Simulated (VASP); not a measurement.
# Li2Se (Fm-3m) in VASP: settings compared, part 2 of 2

VASP 6.6.1. The steps go on from the part before.

## 3. Single point, HSE06

Input file POSCAR:

```
Li2Se
1.0
    0.0000000000      2.9934588661      2.9934588661
    2.9934588661      0.0000000000      2.9934588661
    2.9934588661      2.9934588661      0.0000000000
Li Se
2 1
Direct
    0.2500000000      0.2500000000      0.2500000000
    0.7500000000      0.7500000000      0.7500000000
    0.0000000000      0.0000000000      0.0000000000
```

Input file INCAR.step1:

```
SYSTEM = Li2Se
PREC = Accurate
ENCUT = 650
EDIFF = 1E-5
ISMEAR = 0
SIGMA = 0.01
LREAL = .FALSE.
LASPH = .TRUE.
NELM = 120
ALGO = Normal
ISIF = 2
LWAVE = .TRUE.
NBANDS = 13
GGA = PE
GGA_COMPAT = .FALSE.
```

Input file INCAR.step2:

```
SYSTEM = Li2Se
PREC = Accurate
ENCUT = 650
EDIFF = 1E-6
ISMEAR = 0
SIGMA = 0.01
LREAL = .FALSE.
LASPH = .TRUE.
NELM = 120
ALGO = Normal
ISIF = 2
LWAVE = .FALSE.
LCHARG = .TRUE.
GGA = PE
LHFCALC = .TRUE.
HFSCREEN = 0.2079
PRECFOCK = Normal
LELF = .TRUE.
LVHAR = .TRUE.
NBANDS = 13
ISTART = 1
GGA_COMPAT = .FALSE.
```

Input file KPOINTS:

```
regular mesh
0
G
  4 4 4
  0 0 0
```

Potentials or basis: VASP PAW PBE potentials, release 64 (Li_sv, Se).

Launch:

```sh
> cat potpaw_PBE.64/Li_sv/POTCAR potpaw_PBE.64/Se/POTCAR > POTCAR
> cp INCAR.step1 INCAR
> mpirun -np 1 vasp_std > vasp.out
> cp INCAR.step2 INCAR
> mpirun -np 1 vasp_std > vasp.out
```

OUTCAR:

```text
SYSTEM = Li2Se
   PREC = Accurate
   ENCUT = 650
   EDIFF = 1E-6
   ISMEAR = 0
   LREAL = .FALSE.
   LASPH = .TRUE.
   NELM = 120
   ISIF = 2
   GGA = PE
   LHFCALC = .TRUE.
   HFSCREEN = 0.2079
   PRECFOCK = Normal
   ISTART = 1

 ion  position               nearest neighbor table
   1  0.250  0.250  0.250-   3 2.59   3 2.59   3 2.59   3 2.59
   2  0.750  0.750  0.750-   3 2.59   3 2.59   3 2.59   3 2.59
   3  0.000  0.000  0.000-   1 2.59   2 2.59   2 2.59   2 2.59   2 2.59   1 2.59   1 2.59   1 2.59

  LATTYP: Found a face centered cubic cell.
[... 311 lines left out ...]

  FORCE on cell =-STRESS in cart. coord.  units (eV):
  Direction    XX          YY          ZZ          XY          YZ          ZX
  --------------------------------------------------------------------------------------
  -------------------------------------------------------------------------------------
  Total       -0.1597898     -0.1597898     -0.1597898      0.0000000      0.0000000      0.0000000
  in kB       -4.7721028     -4.7721028     -4.7721028      0.0000000      0.0000000      0.0000000
  external PRESSURE =      -4.7721028 kB  Pullay stress =       0.0000000 kB

 VOLUME and BASIS-vectors are now :
 -----------------------------------------------------------------------------
  energy-cutoff  :      650.00
  volume of cell :       53.65
      direct lattice vectors                 reciprocal lattice vectors
     0.000000000  2.993458866  2.993458866    -0.167030857  0.167030857  0.167030857
     2.993458866  0.000000000  2.993458866     0.167030857 -0.167030857  0.167030857
     2.993458866  2.993458866  0.000000000     0.167030857  0.167030857 -0.167030857

 POSITION                                       TOTAL-FORCE (eV/Angst)
 -----------------------------------------------------------------------------------
      1.49673      1.49673      1.49673         0.000000      0.000000     -0.000000
      4.49019      4.49019      4.49019        -0.000000     -0.000000      0.000000
      0.00000      0.00000      0.00000        -0.000000     -0.000000     -0.000000
 -----------------------------------------------------------------------------------
    total drift:                               -0.000000     -0.000000     -0.000000

  FREE ENERGIE OF THE ION-ELECTRON SYSTEM (eV)
  ---------------------------------------------------
  free  energy   TOTEN  =       -12.5553126116 eV

  energy  without entropy=      -12.5553126116  energy(sigma->0) =      -12.55531261
```

OSZICAR.step1:

```text
N       E                     dE             d eps       ncg     rms          rms(c)
DAV:   1     0.504443274865E+02    0.50444E+02   -0.60922E+03   208   0.102E+03
DAV:   2    -0.330170135128E+01   -0.53746E+02   -0.50820E+02   248   0.208E+02
DAV:   3    -0.111837134711E+02   -0.78820E+01   -0.78291E+01   391   0.479E+01
DAV:   4    -0.113015932232E+02   -0.11788E+00   -0.11786E+00   263   0.922E+00
DAV:   5    -0.113042593016E+02   -0.26661E-02   -0.26660E-02   314   0.110E+00    0.276E+00
DAV:   6    -0.111259624176E+02    0.17830E+00   -0.23944E-01   241   0.192E+00    0.170E+00
DAV:   7    -0.111112793965E+02    0.14683E-01   -0.12090E-01   277   0.148E+00    0.750E-01
DAV:   8    -0.111192441861E+02   -0.79648E-02   -0.16522E-02   249   0.726E-01    0.265E-01
DAV:   9    -0.111190528217E+02    0.19136E-03   -0.54316E-04   302   0.132E-01    0.142E-01
DAV:  10    -0.111193663760E+02   -0.31355E-03   -0.61619E-04   228   0.117E-01    0.608E-02
DAV:  11    -0.111193687289E+02   -0.23529E-05   -0.40742E-05   313   0.359E-02
   1 F= -.11119369E+02 E0= -.11119369E+02  d E =-.194083E-12
```

Run time: 5.6 min. Hardware: 1 thread of Intel Xeon Platinum 8375C at 2.90GHz (Ice Lake), shared host; peak memory 0.32 GiB.

What came out:

* Free energy: -12.5553 eV
* Pressure: -0.5 GPa
* Band gap on the k mesh: 3.83 eV (least direct gap 4.39 eV)

Caveat: the k points lie up to 0.45 Å⁻¹ apart; the PAW data sets were made with another functional, which shifts forces and pressure a little.

## 4. Single point, HSE06

POSCAR is that of step 3.

Input file INCAR.step1:

```
ALGO = Normal ; EDIFF = 1E-5
ENCUT = 650 ; GGA = PE
GGA_COMPAT = False ; ISIF = 2
ISMEAR = 0 ; LASPH = True
LCHARG = False ; LREAL = False
LWAVE = True ; NBANDS = 13
NELM = 120 ; PREC = Accurate
SIGMA = 0.01
```

Input file INCAR.step2:

```
ALGO = Normal ; EDIFF = 1E-6
ENCUT = 650 ; GGA = PE
GGA_COMPAT = False ; HFSCREEN = 0.2079
ISIF = 2 ; ISMEAR = 0
ISTART = 1 ; LASPH = True
LCHARG = False ; LHFCALC = True
LREAL = False ; LWAVE = False
NBANDS = 13 ; NELM = 120
PREC = Accurate ; PRECFOCK = Normal
SIGMA = 0.01
```

Input file KPOINTS:

```
k-points
0
Gamma
  4 4 4
```

Launch:

```sh
> cat potpaw_PBE.64/Li_sv/POTCAR potpaw_PBE.64/Se/POTCAR > POTCAR
> cp INCAR.step1 INCAR
> mpirun -np 1 vasp_std > vasp.out
> cp INCAR.step2 INCAR
> mpirun -np 1 vasp_std > vasp.out
```

It took 5.3 min on 1 thread of Intel Xeon Platinum 8375C at 2.90GHz (Ice Lake), shared host; peak memory 0.32 GiB.

Results (log left out):

```yaml
Free_energy: -12.5553 eV
Pressure: -0.5 GPa
Band_gap_on_the_k_mesh: 3.83 eV (least direct gap 4.39 eV)
```

Levels at points of the mesh, in eV from the valence-band top:
```
           k point  band 3  band 4  band 5  band 6  band 7  band 8  band 9  band 10
(0.00, 0.00, 0.00)  -12.48    0.00    0.00    0.00    4.39    6.67    6.67     6.67
(0.50, 0.00, 0.00)  -12.05   -3.19   -0.57   -0.57    6.19    6.99    6.99     9.07
(0.50, 0.50, 0.00)  -11.91   -2.52   -1.56   -1.56    3.83    7.22   11.68    11.68
```

Caveat: the k points lie up to 0.45 Å⁻¹ apart; the PAW data sets were made with another functional, which shifts forces and pressure a little. A k mesh can miss the band edges.
